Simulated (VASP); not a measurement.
# TlRu (P6/mmm) in VASP: single point with PBE0

Aim: the single point of TlRu with PBE0.

All numbers are computed with VASP 6.6.1; they aren't measurements. Logs are shortened: lines on timing, memory, paths and dates and some standing lists are left out, and cuts for length are marked.

### 1 The cell of the first run

Symmetry: P6/mmm, No. 191, hexagonal system. Conventional cell: a = 3.059 Å, b = 3.059 Å, c = 6.145 Å, α = 90.00°, β = 90.00°, γ = 120.00°. Tl (site symmetry 6/mmm) has 6 Tl at 3.06 Å and 2 Ru at 3.07 Å within 4.0 Å. Within 4.0 Å of Ru (site symmetry 6/mmm) lie 6 Ru at 3.06 Å and 2 Tl at 3.07 Å.

### 2 Single point, PBE0

POSCAR reads:

```
TlRu
1.0
    3.0590995300      0.0000000000      0.0000000000
   -1.5295497700      2.6492579100      0.0000000000
    0.0000000000      0.0000000000      6.1453265000
Tl Ru
1 1
Direct
    0.0000000000      0.0000000000      0.5000000000
    0.0000000000      0.0000000000      0.0000000000
```

INCAR.step1 reads:

```
SYSTEM = TlRu
PREC = Accurate
ENCUT = 520
EDIFF = 1E-5
ISMEAR = -1
SIGMA = 0.1
LREAL = .FALSE.
LASPH = .TRUE.
NELM = 80
ALGO = Normal
ISIF = 2
LWAVE = .TRUE.
LCHARG = .FALSE.
NBANDS = 20
GGA = PE
```

INCAR.step2 reads:

```
SYSTEM = TlRu
PREC = Accurate
ENCUT = 520
EDIFF = 1E-7
ISMEAR = -1
SIGMA = 0.1
LREAL = .FALSE.
LASPH = .TRUE.
NELM = 80
ALGO = Normal
ISIF = 2
LWAVE = .FALSE.
LCHARG = .FALSE.
GGA = PE
LHFCALC = .TRUE.
AEXX = 0.25
PRECFOCK = Normal
NBANDS = 20
ISTART = 1
```

KPOINTS reads:

```
Automatic mesh
0
G
  5 5 3
  0 0 0
```

Potentials or basis: VASP PAW PBE potentials, release 64 (Tl_d, Ru_pv).

Started as:

```bash
$ cat potpaw_PBE.64/Tl_d/POTCAR potpaw_PBE.64/Ru_pv/POTCAR > POTCAR
$ cp INCAR.step1 INCAR
$ mpirun -np 1 vasp_std > vasp.out
$ cp INCAR.step2 INCAR
$ mpirun -np 1 vasp_std > vasp.out
```

OUTCAR:

```text
SYSTEM = TlRu
   PREC = Accurate
   ENCUT = 520
   EDIFF = 1E-7
   ISMEAR = -1
   LREAL = .FALSE.
   LASPH = .TRUE.
   NELM = 80
   ISIF = 2
   GGA = PE
   LHFCALC = .TRUE.
   AEXX = 0.25
   PRECFOCK = Normal
   ISTART = 1

 ion  position               nearest neighbor table
   1  0.000  0.000  0.500-   2 3.07   2 3.07
   2  0.000  0.000  0.000-   1 3.07   1 3.07

  LATTYP: Found a hexagonal cell.
 ALAT       =     3.0590995300
 C/A-ratio  =     2.0088677860

  Lattice vectors:

 A1 = (   3.0590995300,   0.0000000000,   0.0000000000)
 A2 = (  -1.5295497700,   2.6492579100,   0.0000000000)
 A3 = (   0.0000000000,   0.0000000000,   6.1453265000)

Analysis of symmetry for initial positions (statically):
=====================================================================
 Subroutine PRICEL returns:
 Original cell was already a primitive cell.

 Routine SETGRP: Setting up the symmetry group for a
 hexagonal supercell.

 Subroutine GETGRP returns: Found 24 space group operations
 (whereof 24 operations were pure point group operations)
 out of a pool of 24 trial point group operations.

The static configuration has the point symmetry D_6h.

Analysis of symmetry for dynamics (positions and initial velocities):
=====================================================================
 Subroutine PRICEL returns:
 Original cell was already a primitive cell.

 Routine SETGRP: Setting up the symmetry group for a
 hexagonal supercell.

 Subroutine GETGRP returns: Found 24 space group operations
 (whereof 24 operations were pure point group operations)
 out of a pool of 24 trial point group operations.

The dynamic configuration has the point symmetry D_6h.

 Subroutine INISYM returns: Found 24 space group operations
 (whereof 24 operations are pure point group operations),
 and found     1 'primitive' translations

----------------------------------------------------------------------------------------

                                     Primitive cell

  volume of cell :      49.8038

  direct lattice vectors                    reciprocal lattice vectors
     3.059099530  0.000000000  0.000000000     0.326893581  0.188732097  0.000000000
    -1.529549770  2.649257910  0.000000000     0.000000000  0.377464193  0.000000000
     0.000000000  0.000000000  6.145326500     0.000000000  0.000000000  0.162725284

  length of vectors
     3.059099530  3.059099536  6.145326500     0.377464194  0.377464193  0.162725284

  position of ions in fractional coordinates (direct lattice)
     0.000000000  0.000000000  0.500000000
     0.000000000  0.000000000  0.000000000

  ion indices of the primitive-cell ions
   primitive index   ion index
                 1           1
                 2           2

----------------------------------------------------------------------------------------

 KPOINTS: Automatic mesh

Automatic generation of k-mesh.
 Grid dimensions read from file:
 generate k-points for:    5    5    3

 Generating k-lattice:

  Cartesian coordinates                     Fractional coordinates (reciprocal lattice)
     0.065378716  0.037746419  0.000000000     0.200000000  0.000000000  0.000000000
     0.000000000  0.075492839  0.000000000     0.000000000  0.200000000  0.000000000
     0.000000000  0.000000000  0.054241761     0.000000000  0.000000000  0.333333333

  Length of vectors
     0.075492839  0.075492839  0.054241761

  Shift w.r.t. Gamma in fractional coordinates (k-lattice)
     0.000000000  0.000000000  0.000000000

 Subroutine IBZKPT returns following result:
 ===========================================

 Found     10 irreducible k-points:

 Following reciprocal coordinates:
            Coordinates               Weight
  0.000000  0.000000  0.000000      1.000000
  0.200000 -0.000000  0.000000      6.000000
  0.400000  0.000000  0.000000      6.000000
  0.200000  0.200000  0.000000      6.000000
  0.400000  0.200000  0.000000      6.000000
  0.000000  0.000000  0.333333      2.000000
  0.200000 -0.000000  0.333333     12.000000
  0.400000  0.000000  0.333333     12.000000
  0.200000  0.200000  0.333333     12.000000
  0.400000  0.200000  0.333333     12.000000
   k-points           NKPTS =     10   k-points in BZ     NKDIM =     75   number of bands    NBANDS=     20
   number of dos      NEDOS =    301   number of ions     NIONS =      2
   total plane-waves  NPLWV =  27648
   dimension x,y,z NGX =    24 NGY =   24 NGZ =   48
   dimension x,y,z NGXF=    48 NGYF=   48 NGZF=   96
   ions per type =               1   1
   NGX,Y,Z   is equivalent  to a cutoff of  13.04, 13.04, 12.99 a.u.
   NGXF,Y,Z  is equivalent  to a cutoff of  26.09, 26.09, 25.97 a.u.
 SYSTEM =  TlRu
   PREC   = accura    normal or accurate (medium, high low for compatibility)
   ISTART =      1    job   : 0-new  1-cont  2-samecut
   ICHARG =      0    charge: 1-file 2-atom 10-const
   ISPIN  =      1    spin polarized calculation?
   LNONCOLLINEAR =      F non collinear calculations
   LSORBIT =      F    spin-orbit coupling
   LASPH  =      T    aspherical Exc in radial PAW
   ENCUT  =  520.0 eV  38.22 Ry    6.18 a.u.   5.69  5.69 11.43*2*pi/ulx,y,z
   NELM   =     80;   NELMIN=  2; NELMDL=  0     # of ELM steps
   EDIFF  = 0.1E-06   stopping-criterion for ELM
   LREAL  =      F    real-space projection
   EDIFFG = 0.1E-05   stopping-criterion for IOM
   NSW    =      0    number of steps for IOM
   IBRION =     -1    ionic relax: 0-MD 1-quasi-New 2-CG
   NFREE  =      0    steps in history (QN), initial steepest desc. (CG)
   ISIF   =      2    stress and relaxation
   ISYM   =      3    0-nonsym 1-usesym 2-fastsym
   POTIM  = 0.5000    time-step for ionic-motion
   TEBEG  =    0.0;   TEEND  =   0.0 temperature during run
   PSTRESS=    0.0 pullay stress
   NELECT =      27.0000    total number of electrons
   NUPDOWN=      -1.0000    fix difference up-down
   EMIN   =  10.00;   EMAX   =-10.00  energy-range for DOS
   EFERMI =   0.00;   METHOD = LEGACY
   ISMEAR =    -1;   SIGMA  =   0.10  broadening in eV -4-tet -1-fermi 0-gaus
   EFERMI_NEDOS =   21; number of points for ismear=-14 and -15
   IALGO  =     38    algorithm
   IMIX   =      1    mixing-type and parameters
     AMIX     =   0.40;   BMIX     =  1.00
     AMIX_MAG =   1.60;   BMIX_MAG =  1.00
  volume/ion in A,a.u.               =      24.90       168.05
  Fermi-wavevector in a.u.,A,eV,Ry     =   1.334879  2.522555 24.244238  1.781901
  Thomas-Fermi vector in A             =   2.463626
   LORBIT       =      0    0 simple, 1 ext, 2 COOP (PROOUT), +10 PAW based schemes
   GGA     = PE    functional components
   LHFCALC =     T    Hartree Fock is set to
   PRECFOCK=normal    Normal, Fast or Accurate (Low or Medium for compatibility)
   ENCUT4O =  -1.0   cutoff for four orbital integrals eV
   NKREDX  =     1    reduce k-point grid by
   NKREDY  =     1    reduce k-point grid by
   NKREDZ  =     1    reduce k-point grid by
   AEXX    =    0.2500 exact exchange contribution
   HFSCREEN=    0.0000 screening length (either q_TF or 0.3 A-1)
   HFSCREENC=   0.0000 screening length for correlation (either q_TF or 0.3 A-1)
   ENCUTFOCK=  -1.0 apply spherical cutoff to Coloumb kernel
   IVDW    =     0    specifies the selected vdW correction
   LEPSILON=     F    determine dielectric tensor
   LRPA    =     F    only Hartree local field effects (RPA)
 non-spin polarized calculation
  energy-cutoff  :      520.00
  volume of cell :       49.80
 maximum number of plane-waves:      1355
 NGX is ok and might be reduce to    24
  NGX = 18; NGY = 18; NGZ = 36

 number of electron      27.0000000 magnetization

 Free energy of the ion-electron system (eV)
  ---------------------------------------------------
  ext. energy  EPLUGINS =         0.00000000
  ---------------------------------------------------
  free energy    TOTEN  =       -11.46885426 eV

  energy without entropy =      -11.45161297  energy(sigma->0) =      -11.46023362

 E-fermi :   6.1869     XC(G=0):  -8.4400

 val. band max:        5.4064144211   @ k =   0.4000   0.0000   0.0000
 cond. band min:       6.4572659065   @ k =   0.4000   0.2000   0.3333
 fundamental gap:      1.0508514853
 Fermi energy:         6.1868880113

 k-point     1 :       0.0000    0.0000    0.0000
  band No.  band energies     occupation
      1     -39.0765      2.00000
      2     -39.0304      2.00000
      3     -39.0304      2.00000
      4      -8.4154      2.00000
      5      -7.9999      2.00000
      6      -7.9999      2.00000
[... 12 lines left out ...]
     19      20.9398      0.00000
     20      20.9398      0.00000

 k-point     2 :       0.2000   -0.0000    0.0000
  band No.  band energies     occupation
      1     -39.1302      2.00000
      2     -39.0626      2.00000
      3     -39.0563      2.00000
      4      -8.2896      2.00000
      5      -7.8612      2.00000
      6      -7.6422      2.00000
[... 12 lines left out ...]
     19      18.2321      0.00000
     20      20.1094      0.00000

 k-point     3 :       0.4000    0.0000    0.0000
  band No.  band energies     occupation
      1     -39.2902      2.00000
      2     -39.1000      2.00000
      3     -39.0454      2.00000
      4      -8.5864      2.00000
      5      -7.8531      2.00000
      6      -7.3168      2.00000
[... 12 lines left out ...]
     19      15.9110      0.00000
     20      16.2775      0.00000

 k-point     4 :       0.2000    0.2000    0.0000
  band No.  band energies     occupation
      1     -39.2353      2.00000
      2     -39.1156      2.00000
      3     -39.0479      2.00000
      4      -8.1573      2.00000
      5      -7.7988      2.00000
      6      -7.7147      2.00000
[... 107 lines left out ...]
 k-point     9 :       0.2000    0.2000    0.3333
  band No.  band energies     occupation
      1     -39.2353      2.00000
      2     -39.1155      2.00000
      3     -39.0458      2.00000
      4      -8.1571      2.00000
      5      -7.7887      2.00000
      6      -7.7115      2.00000
[... 12 lines left out ...]
     19      16.7294      0.00000
     20      17.0407      0.00000

 k-point    10 :       0.4000    0.2000    0.3333
  band No.  band energies     occupation
      1     -39.2840      2.00000
      2     -39.1661      2.00000
      3     -39.0383      2.00000
      4      -8.2049      2.00000
      5      -7.8192      2.00000
      6      -7.4957      2.00000
[... 12 lines left out ...]
     19      15.9855      0.00000
     20      16.2881      0.00000

------------------------ aborting loop because EDIFF is reached ----------------------------------------

  FORCE on cell =-STRESS in cart. coord.  units (eV):
  Direction    XX          YY          ZZ          XY          YZ          ZX
  --------------------------------------------------------------------------------------
  -------------------------------------------------------------------------------------
  Total       -3.7243761     -3.7243762     -6.9204826      0.0000000      0.0000000      0.0000000
  in kB     -119.8122738   -119.8122742   -222.6302393      0.0000002      0.0000000      0.0000000
  external PRESSURE =    -154.0849291 kB  Pullay stress =       0.0000000 kB

 VOLUME and BASIS-vectors are now :
 -----------------------------------------------------------------------------
  energy-cutoff  :      520.00
  volume of cell :       49.80
      direct lattice vectors                 reciprocal lattice vectors
     3.059099530  0.000000000  0.000000000     0.326893581  0.188732097  0.000000000
    -1.529549770  2.649257910  0.000000000     0.000000000  0.377464193  0.000000000
     0.000000000  0.000000000  6.145326500     0.000000000  0.000000000  0.162725284

 POSITION                                       TOTAL-FORCE (eV/Angst)
 -----------------------------------------------------------------------------------
      0.00000      0.00000      3.07266         0.000000      0.000000      0.000000
      0.00000      0.00000      0.00000         0.000000      0.000000      0.000000
 -----------------------------------------------------------------------------------
    total drift:                                0.000000     -0.000000     -0.000000

  FREE ENERGIE OF THE ION-ELECTRON SYSTEM (eV)
  ---------------------------------------------------
  free  energy   TOTEN  =       -11.4688542619 eV

  energy  without entropy=      -11.4516129698  energy(sigma->0) =      -11.46023362
```

Wall time 18 min (1 thread of Intel Xeon Platinum 8559C (Emerald Rapids), shared host); peak memory 0.17 GiB.

What came out:

```
Free energy : -11.4689 eV
Pressure    : -15.4 GPa
```

Stress tensor (GPa, compression positive):
```
-11.98   0.00   0.00
  0.00 -11.98   0.00
  0.00   0.00 -22.26
```

Levels at points of the mesh, in eV from the Fermi level:
```
           k point  band 10  band 11  band 12  band 13  band 14  band 15  band 16  band 17
(0.00, 0.00, 0.00)    -4.42    -2.77    -1.76    -1.76     0.63     0.71     0.71    10.42
```

Caveat: the k points lie up to 0.47 Å⁻¹ apart; the PAW data sets were made with another functional, which shifts forces and pressure a little; spin-orbit coupling is left out, which moves the levels of the heavy elements.
